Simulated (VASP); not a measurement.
The system is Ba.

```
Ba
1.0
    -2.50650    2.50650    2.50650
     2.50650   -2.50650    2.50650
     2.50650    2.50650   -2.50650
Ba
1
Direct
  0.00000 0.00000 0.00000
```

Base run:

- Program: VASP 6.6.1
- Functional: BLYP
- Potentials or basis: VASP PAW PBE potentials, release 64 (Ba_sv)
- Cutoff: 500 eV
- k mesh: 7 × 7 × 7
- Occupations: fermi-dirac, width 0.1 eV
- Spin: no spin polarisation

Its results: band gap on the k mesh zero (bands 5 and 6 overlap by 0.71 eV); pressure 0.6 GPa.

**Question.** The run is repeated on the same cell with these changes: functional from BLYP to LDA; potentials or basis from VASP PAW PBE potentials, release 64 (Ba_sv) to VASP PAW LDA potentials, release 64 (Ba_sv). What comes out?

**Answer.** Band gap on the k mesh zero (bands 5 and 6 overlap by 0.66 eV); pressure -1.2 GPa.

Caveats: spin-orbit coupling is left out, which moves the levels of the heavy elements; the PAW data sets were made with another functional, which shifts forces and pressure a little (at least some runs).
